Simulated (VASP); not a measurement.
# Ru (P6_3/mmc) in VASP: settings compared

Ru is run at these levels: PBE, LDA; tasks: single point, relaxation of cell and atoms.

Program: VASP 6.6.1. These are calculated values, not measurements. Logs are shortened: lines on timing, memory, paths and dates and some standing lists are left out, and cuts for length are marked.

### 1 The cell of the first run

It takes space group P6_3/mmc (No. 194, hexagonal). The conventional cell has a = 2.723 Å, b = 2.723 Å, c = 4.288 Å, α = 90.00°, β = 90.00°, γ = 120.00°. Within 3.5 Å of Ru (site symmetry -6m2) lie 12 Ru at 2.66 to 2.72 Å.

### 2 Single point, PBE

INCAR reads:

```
SYSTEM = Ru
ALGO = Normal
EDIFF = 1E-7
ENCUT = 520
GGA = PE
ISIF = 2
ISMEAR = -1
LASPH = .TRUE.
LCHARG = .FALSE.
LREAL = .FALSE.
LWAVE = .FALSE.
NBANDS = 21
NELM = 80
PREC = Accurate
SIGMA = 0.05
```

KPOINTS reads:

```
k-points
0
G
  16 16 9
  0 0 0
```

POSCAR reads:

```
Ru
1.0
    2.7226196171      0.0000000000      0.0000000000
   -1.3613098085      2.3578577533      0.0000000000
    0.0000000000      0.0000000000      4.2884975680
Ru
2
Direct
    0.3333333333      0.6666666667      0.2500000000
    0.6666666667      0.3333333333      0.7500000000
```

Potentials or basis: VASP PAW PBE potentials, release 64 (Ru_pv).

On the command line:

```console
> cat potpaw_PBE.64/Ru_pv/POTCAR > POTCAR
> mpirun -np 1 vasp_std > vasp.out
```

OUTCAR:

```text
SYSTEM = Ru
   EDIFF = 1E-7
   ENCUT = 520
   GGA = PE
   ISIF = 2
   ISMEAR = -1
   LASPH = .TRUE.
   LREAL = .FALSE.
   NELM = 80
   PREC = Accurate

 ion  position               nearest neighbor table
   1  0.333  0.667  0.250-   2 2.66   2 2.66   2 2.66   2 2.66   2 2.66   2 2.66
   2  0.667  0.333  0.750-   1 2.66   1 2.66   1 2.66   1 2.66   1 2.66   1 2.66

  LATTYP: Found a hexagonal cell.
 ALAT       =     2.7226196171
 C/A-ratio  =     1.5751365123

  Lattice vectors:

 A1 = (   2.7226196171,   0.0000000000,   0.0000000000)
 A2 = (  -1.3613098085,   2.3578577533,   0.0000000000)
 A3 = (   0.0000000000,   0.0000000000,   4.2884975680)

Analysis of symmetry for initial positions (statically):
=====================================================================
 Subroutine PRICEL returns:
 Original cell was already a primitive cell.

 Routine SETGRP: Setting up the symmetry group for a
 hexagonal supercell.

 Subroutine GETGRP returns: Found 24 space group operations
 (whereof 12 operations were pure point group operations)
 out of a pool of 24 trial point group operations.

The static configuration has the point symmetry D_3d.
 The point group associated with its full space group is D_6h.

Analysis of symmetry for dynamics (positions and initial velocities):
=====================================================================
 Subroutine PRICEL returns:
 Original cell was already a primitive cell.

 Routine SETGRP: Setting up the symmetry group for a
 hexagonal supercell.

 Subroutine GETGRP returns: Found 24 space group operations
 (whereof 12 operations were pure point group operations)
 out of a pool of 24 trial point group operations.

The dynamic configuration has the point symmetry D_3d.
 The point group associated with its full space group is D_6h.

 Subroutine INISYM returns: Found 24 space group operations
 (whereof 12 operations are pure point group operations),
 and found     1 'primitive' translations

----------------------------------------------------------------------------------------

                                     Primitive cell

  volume of cell :      27.5302

  direct lattice vectors                    reciprocal lattice vectors
     2.722619617  0.000000000  0.000000000     0.367293321  0.212056898  0.000000000
    -1.361309808  2.357857753  0.000000000     0.000000000  0.424113795  0.000000000
     0.000000000  0.000000000  4.288497568     0.000000000  0.000000000  0.233181897

  length of vectors
     2.722619617  2.722619617  4.288497568     0.424113795  0.424113795  0.233181897

  position of ions in fractional coordinates (direct lattice)
     0.333333333  0.666666667  0.250000000
     0.666666667  0.333333333  0.750000000

  ion indices of the primitive-cell ions
   primitive index   ion index
                 1           1
                 2           2

----------------------------------------------------------------------------------------

 KPOINTS: k-points

Automatic generation of k-mesh.
 Grid dimensions read from file:
 generate k-points for:   16   16    9

 Generating k-lattice:

  Cartesian coordinates                     Fractional coordinates (reciprocal lattice)
     0.022955833  0.013253556  0.000000000     0.062500000  0.000000000  0.000000000
     0.000000000  0.026507112  0.000000000     0.000000000  0.062500000  0.000000000
     0.000000000  0.000000000  0.025909100     0.000000000  0.000000000  0.111111111

  Length of vectors
     0.026507112  0.026507112  0.025909100

  Shift w.r.t. Gamma in fractional coordinates (k-lattice)
     0.000000000  0.000000000  0.000000000

 Subroutine IBZKPT returns following result:
 ===========================================

 Found    150 irreducible k-points:

 Following reciprocal coordinates:
            Coordinates               Weight
  0.000000  0.000000  0.000000      1.000000
  0.062500  0.000000  0.000000      6.000000
  0.125000  0.000000  0.000000      6.000000
  0.187500 -0.000000  0.000000      6.000000
  0.250000  0.000000  0.000000      6.000000
  0.312500  0.000000  0.000000      6.000000
[... 16 lines left out ...]
  0.187500  0.187500  0.000000      6.000000
  0.250000  0.187500  0.000000     12.000000
 [... further k-points ...]
   k-points           NKPTS =    150   k-points in BZ     NKDIM =    150   number of bands    NBANDS=     21
   number of dos      NEDOS =    301   number of ions     NIONS =      2
   total plane-waves  NPLWV =  12800
   dimension x,y,z NGX =    20 NGY =   20 NGZ =   32
   dimension x,y,z NGXF=    40 NGYF=   40 NGZF=   64
   ions per type =               2
   NGX,Y,Z   is equivalent  to a cutoff of  12.21, 12.21, 12.40 a.u.
   NGXF,Y,Z  is equivalent  to a cutoff of  24.42, 24.42, 24.81 a.u.
 SYSTEM =  Ru
   PREC   = accura    normal or accurate (medium, high low for compatibility)
   ISTART =      0    job   : 0-new  1-cont  2-samecut
   ICHARG =      2    charge: 1-file 2-atom 10-const
   ISPIN  =      1    spin polarized calculation?
   LNONCOLLINEAR =      F non collinear calculations
   LSORBIT =      F    spin-orbit coupling
   LASPH  =      T    aspherical Exc in radial PAW
   ENCUT  =  520.0 eV  38.22 Ry    6.18 a.u.   5.06  5.06  7.97*2*pi/ulx,y,z
   NELM   =     80;   NELMIN=  2; NELMDL= -5     # of ELM steps
   EDIFF  = 0.1E-06   stopping-criterion for ELM
   LREAL  =      F    real-space projection
   EDIFFG = 0.1E-05   stopping-criterion for IOM
   NSW    =      0    number of steps for IOM
   IBRION =     -1    ionic relax: 0-MD 1-quasi-New 2-CG
   NFREE  =      0    steps in history (QN), initial steepest desc. (CG)
   ISIF   =      2    stress and relaxation
   ISYM   =      2    0-nonsym 1-usesym 2-fastsym
   POTIM  = 0.5000    time-step for ionic-motion
   TEBEG  =    0.0;   TEEND  =   0.0 temperature during run
   PSTRESS=    0.0 pullay stress
   NELECT =      28.0000    total number of electrons
   NUPDOWN=      -1.0000    fix difference up-down
   EMIN   =  10.00;   EMAX   =-10.00  energy-range for DOS
   EFERMI =   0.00;   METHOD = LEGACY
   ISMEAR =    -1;   SIGMA  =   0.05  broadening in eV -4-tet -1-fermi 0-gaus
   EFERMI_NEDOS =   21; number of points for ismear=-14 and -15
   IALGO  =     38    algorithm
   IMIX   =      4    mixing-type and parameters
     AMIX     =   0.40;   BMIX     =  1.00
     AMIX_MAG =   1.60;   BMIX_MAG =  1.00
  volume/ion in A,a.u.               =      13.77        92.89
  Fermi-wavevector in a.u.,A,eV,Ry     =   1.646358  3.111165 36.878516  2.710494
  Thomas-Fermi vector in A             =   2.736000
   LORBIT       =      0    0 simple, 1 ext, 2 COOP (PROOUT), +10 PAW based schemes
   GGA     = PE    functional components
   LHFCALC =     F    Hartree Fock is set to
   AEXX    =    0.0000 exact exchange contribution
   IVDW    =     0    specifies the selected vdW correction
   LEPSILON=     F    determine dielectric tensor
   LRPA    =     F    only Hartree local field effects (RPA)
 non-spin polarized calculation
  energy-cutoff  :      520.00
  volume of cell :       27.53
 maximum number of plane-waves:       756
   NGX = 11   NGY = 11   NGZ = 15

 number of electron      28.0000012 magnetization

 Free energy of the ion-electron system (eV)
  ---------------------------------------------------
  ext. energy  EPLUGINS =         0.00000000
  ---------------------------------------------------
  free energy    TOTEN  =       -18.47732481 eV

  energy without entropy =      -18.46575705  energy(sigma->0) =      -18.47154093

 E-fermi :  12.6051     XC(G=0): -14.0348

 val. band max:       12.5921227661   @ k =   0.1250   0.0625   0.3333
 cond. band min:      12.6074820949   @ k =   0.4375   0.0625   0.3333
 fundamental gap:      0.0153593288
 Fermi energy:        12.6050654295

 k-point     1 :       0.0000    0.0000    0.0000
  band No.  band energies     occupation
      1     -31.0158      2.00000
      2     -30.1261      2.00000
      3     -30.1261      2.00000
      4     -29.9591      2.00000
      5     -29.9591      2.00000
      6     -29.9128      2.00000
[... 13 lines left out ...]
     20      23.0198      0.00000
     21      23.0357      0.00000

 k-point     2 :       0.0625    0.0000    0.0000
  band No.  band energies     occupation
      1     -31.0031      2.00000
      2     -30.1527      2.00000
      3     -30.1352      2.00000
      4     -29.9871      2.00000
      5     -29.9627      2.00000
      6     -29.9189      2.00000
[... 13 lines left out ...]
     20      23.0198      0.00000
     21      23.0343      0.00000

 k-point     3 :       0.1250    0.0000    0.0000
  band No.  band energies     occupation
      1     -30.9657      2.00000
      2     -30.2287      2.00000
      3     -30.1607      2.00000
      4     -30.0657      2.00000
      5     -29.9734      2.00000
      6     -29.9371      2.00000
[... 13 lines left out ...]
     20      23.0198      0.00000
     21      23.0311      0.00000

 k-point     4 :       0.1875   -0.0000    0.0000
  band No.  band energies     occupation
      1     -30.9067      2.00000
      2     -30.3425      2.00000
      3     -30.1977      2.00000
      4     -30.1809      2.00000
      5     -29.9903      2.00000
      6     -29.9675      2.00000
[... 13 lines left out ...]
     20      23.0198      0.00000
     21      23.0277      0.00000

 k-point     5 :       0.2500    0.0000    0.0000
  band No.  band energies     occupation
      1     -30.8306      2.00000
      2     -30.4768      2.00000
      3     -30.3131      2.00000
      4     -30.2399      2.00000
      5     -30.0113      2.00000
      6     -30.0097      2.00000
[... 13 lines left out ...]
     20      23.0197      0.00000
     21      23.0251      0.00000

 k-point     6 :       0.3125    0.0000    0.0000
  band No.  band energies     occupation
      1     -30.7443      2.00000
      2     -30.6112      2.00000
      3     -30.4417      2.00000
      4     -30.2810      2.00000
      5     -30.0620      2.00000
      6     -30.0333      2.00000
[... 13 lines left out ...]
     20      23.0195      0.00000
     21      23.0222      0.00000

 k-point     7 :       0.3750   -0.0000    0.0000
  band No.  band energies     occupation
      1     -30.7248      2.00000
      2     -30.6572      2.00000
      3     -30.5480      2.00000
      4     -30.3151      2.00000
      5     -30.1202      2.00000
      6     -30.0523      2.00000
[... 13 lines left out ...]
     20      23.0057      0.00000
     21      23.0196      0.00000
[... 291 lines left out ...]
      1     -30.7033      2.00000
      2     -30.6293      2.00000
      3     -30.5585      2.00000
      4     -30.3452      2.00000
      5     -30.1397      2.00000
      6     -30.1157      2.00000
[... 13 lines left out ...]
     20      23.0195      0.00000
     21      23.2979      0.00000

 k-point    21 :       0.3750    0.1250    0.0000
  band No.  band energies     occupation
      1     -30.7730      2.00000
      2     -30.5996      2.00000
      3     -30.5563      2.00000
      4     -30.3855      2.00000
      5     -30.1948      2.00000
      6     -30.1328      2.00000
[... 13 lines left out ...]
     20      23.0190      0.00000
     21      23.6655      0.00000

 k-point    22 :       0.4375    0.1250    0.0000
  band No.  band energies     occupation
      1     -30.7974      2.00000
      2     -30.6138      2.00000
      3     -30.5244      2.00000
      4     -30.3996      2.00000
      5     -30.2203      2.00000
      6     -30.1388      2.00000
[... 13 lines left out ...]
     20      23.0182      0.00000
     21      23.9692      0.00000

 k-point    23 :       0.1875    0.1875    0.0000
  band No.  band energies     occupation
      1     -30.7229      2.00000
      2     -30.5345      2.00000
      3     -30.5333      2.00000
      4     -30.2670      2.00000
      5     -30.1111      2.00000
      6     -30.0755      2.00000
[... 13 lines left out ...]
     20      23.0195      0.00000
     21      23.0251      0.00000

 k-point    24 :       0.2500    0.1875    0.0000
  band No.  band energies     occupation
      1     -30.6397      2.00000
      2     -30.6391      2.00000
      3     -30.5708      2.00000
      4     -30.3319      2.00000
      5     -30.1587      2.00000
      6     -30.1325      2.00000
[... 13 lines left out ...]
     20      23.0195      0.00000
     21      23.4158      0.00000

 [... further k-points ...]

------------------------ aborting loop because EDIFF is reached ----------------------------------------

  FORCE on cell =-STRESS in cart. coord.  units (eV):
  Direction    XX          YY          ZZ          XY          YZ          ZX
  --------------------------------------------------------------------------------------
  -------------------------------------------------------------------------------------
  Total       -0.0167905     -0.0167905     -0.0152762     -0.0000000      0.0000000     -0.0000000
  in kB       -0.9771593     -0.9771593     -0.8890302     -0.0000000      0.0000000     -0.0000000
  external PRESSURE =      -0.9477829 kB  Pullay stress =       0.0000000 kB

 VOLUME and BASIS-vectors are now :
 -----------------------------------------------------------------------------
  energy-cutoff  :      520.00
  volume of cell :       27.53
      direct lattice vectors                 reciprocal lattice vectors
     2.722619617  0.000000000  0.000000000     0.367293321  0.212056898  0.000000000
    -1.361309808  2.357857753  0.000000000     0.000000000  0.424113795  0.000000000
     0.000000000  0.000000000  4.288497568     0.000000000  0.000000000  0.233181897

 POSITION                                       TOTAL-FORCE (eV/Angst)
 -----------------------------------------------------------------------------------
     -0.00000      1.57191      1.07212         0.000000     -0.000000      0.000000
      1.36131      0.78595      3.21637        -0.000000      0.000000      0.000000
 -----------------------------------------------------------------------------------
    total drift:                               -0.000000      0.000000     -0.000000

  FREE ENERGIE OF THE ION-ELECTRON SYSTEM (eV)
  ---------------------------------------------------
  free  energy   TOTEN  =       -18.4773248095 eV

  energy  without entropy=      -18.4657570488  energy(sigma->0) =      -18.47154093
```

Wall time 35 s (1 thread of Intel Xeon Platinum 8488C (Sapphire Rapids), shared host); peak memory 0.18 GiB.

What came out:

```yaml
Free_energy: -18.4773 eV
Pressure: -0.1 GPa
Band_gap_on_the_k_mesh: zero (band 14 reaches 14.13 eV, above the bottom of band 15 at 11.05 eV)
```

### 3 Single point, LDA

INCAR reads:

```
SYSTEM = Ru
ALGO = Normal
EDIFF = 1E-7
ENCUT = 520
GGA = CA
ISIF = 2
ISMEAR = -1
LASPH = .TRUE.
LCHARG = .TRUE.
LELF = .TRUE.
LREAL = .FALSE.
LVHAR = .TRUE.
LWAVE = .FALSE.
NBANDS = 21
NELM = 60
PREC = Accurate
SIGMA = 0.05
```

KPOINTS is that of step 2.

POSCAR is that of step 2.

Potentials or basis: VASP PAW LDA potentials, release 64 (Ru_pv).

On the command line:

```console
> cat potpaw_LDA.64/Ru_pv/POTCAR > POTCAR
> mpirun -np 1 vasp_std > vasp.out
```

Run time: 32 s. Hardware: 1 thread of Intel Xeon Platinum 8488C (Sapphire Rapids), shared host; peak memory 0.17 GiB.

The run converged. Its results:

| Item | Value |
| --- | --- |
| Free energy | -21.3345 eV |
| Pressure | -15.7 GPa |
| Band gap on the k mesh | zero (band 14 reaches 14.00 eV, above the bottom of band 15 at 10.89 eV) |

Stress tensor (GPa, compression positive):
```
-15.41   0.00   0.00
  0.00 -15.41   0.00
  0.00   0.00 -16.22
```

Levels at points of the mesh, in eV from the Fermi level:
| k point | band 10 | band 11 | band 12 | band 13 | band 14 | band 15 | band 16 | band 17 | band 18 | band 19 |
| --- | --- | --- | --- | --- | --- | --- | --- | --- | --- | --- |
| (0.00, 0.00, 0.00) | -2.58 | -2.36 | -1.90 | -1.90 | -1.42 | -1.42 | 1.15 | 1.15 | 1.32 | 9.94 |
| (0.50, 0.00, 0.00) | -3.02 | -2.03 | -1.80 | -1.50 | 1.36 | 1.78 | 1.89 | 3.97 | 5.98 | 9.96 |

### 4 Relaxation of cell and atoms, PBE

This run uses another cell than the first one, of 11.96 Å³/atom, 0.869 times its volume.

INCAR reads:

```
ALGO = Normal ; EDIFF = 1E-7
EDIFFG = -0.005 ; ENCUT = 600
GGA = PE ; IBRION = 2
ISIF = 3 ; ISMEAR = -1
LASPH = T ; LCHARG = F
LREAL = F ; LWAVE = F
NELM = 60 ; NSW = 100
PREC = Accurate ; SIGMA = 0.05
```

KPOINTS reads:

```
k-points
0
Gamma
  16 16 9
```

POSCAR reads:

```
Ru
1.0
    2.5740393725      0.0000000000      0.0000000000
   -1.2870196862      2.2291834869      0.0000000000
    0.0000000000      0.0000000000      4.1699437834
Ru
2
Direct
    0.3333333333      0.6666666667      0.2500000000
    0.6666666667      0.3333333333      0.7500000000
```

Potentials or basis: VASP PAW PBE potentials, release 64 (Ru_pv).

On the command line:

```console
> cat potpaw_PBE.64/Ru_pv/POTCAR > POTCAR
> mpirun -np 1 vasp_std > vasp.out
```

Wall time 4.6 min (1 thread of Intel Xeon Platinum 8488C (Sapphire Rapids), shared host); peak memory 0.21 GiB.

Results (log left out):

| Item | Value |
| --- | --- |
| Free energy | -18.4731 eV |
| Relaxed volume | 13.76 Å³/atom |
| Relaxed cell | a = 2.722 Å, b = 2.722 Å, c = 4.288 Å, α = 90.00°, β = 90.00°, γ = 120.00° |
| Space group after relaxing (to 0.05 Å) | P6_3/mmc (No. 194) |
| Energy gained by relaxing | 310.3 meV/atom |
| Ionic steps | 14 |
| Pressure after relaxing | 0.0 GPa |
| Band gap on the k mesh | zero (band 14 reaches 14.14 eV, above the bottom of band 15 at 11.06 eV) |

Step by step:
```tsv
step	energy change (eV)	largest force (eV/Å)	pressure (GPa)	volume (Å³)
1	0.0000	0.0000	61.35	23.93
2	2.9774	0.0000	-45.03	43.52
3	-0.5893	0.0000	-9.34	28.41
4	-0.6132	0.0000	-2.41	27.72
5	-0.6143	0.0000	-0.41	27.54
6	-0.6178	0.0000	0.72	27.47
7	-0.6206	0.0000	0.18	27.50
8	-0.6206	0.0000	0.20	27.50
9	-0.6206	0.0000	-0.38	27.55
10	-0.6206	0.0000	0.04	27.52
11	-0.6206	0.0000	-0.02	27.52
12	-0.6206	0.0000	0.00	27.52
13	-0.6206	0.0000	0.01	27.52
14	-0.6206	0.0000	-0.01	27.52
```

Final structure:
```
CELL_PARAMETERS angstrom
2.72215 0.00000 0.00000
-1.36107 2.35745 0.00000
0.00000 0.00000 4.28827
ATOMIC_POSITIONS crystal
Ru 0.33333 0.66667 0.25000
Ru 0.66667 0.33333 0.75000
```

Levels at points of the mesh, in eV from the Fermi level:
```tsv
k point	band 11	band 12	band 13	band 14	band 15	band 16	band 17	band 18
(0.00, 0.00, 0.00)	-2.35	-1.89	-1.89	-1.41	-1.41	1.14	1.14	1.32
(0.50, 0.00, 0.00)	-2.03	-1.80	-1.49	1.35	1.76	1.87	3.96	6.00
```

Caveat: the volume moved by over 15 % at a fixed basis, so the end points are rough.

### 5 The runs side by side

| task | level | potentials or basis | cell | cutoff (eV) | gap on the mesh (eV) | pressure (GPa) |
| --- | --- | --- | --- | --- | --- | --- |
| single point | PBE | VASP PAW PBE potentials, release 64 (Ru_pv) | a = 2.723, b = 2.723, c = 4.288 Å, angles 90.0, 90.0, 120.0°, 2 atoms | 520 | none | -0.1 |
| single point | LDA | VASP PAW LDA potentials, release 64 (Ru_pv) | a = 2.723, b = 2.723, c = 4.288 Å, angles 90.0, 90.0, 120.0°, 2 atoms | 520 | none | -15.7 |
| relaxation of cell and atoms | PBE | VASP PAW PBE potentials, release 64 (Ru_pv) | relaxed from a = 2.574, b = 2.574, c = 4.170 Å, angles 90.0, 90.0, 120.0°, 2 atoms | 600 | none | 0.0 |

Alike in all rows: no spin polarisation; k mesh 16 × 16 × 9; smearing fermi-dirac 0.05 eV.

Caveats: the volume moved by over 15 % at a fixed basis, so the end points are rough (some runs).

Total energies depend on the potentials used, so only differences within one code and one set of settings carry meaning.
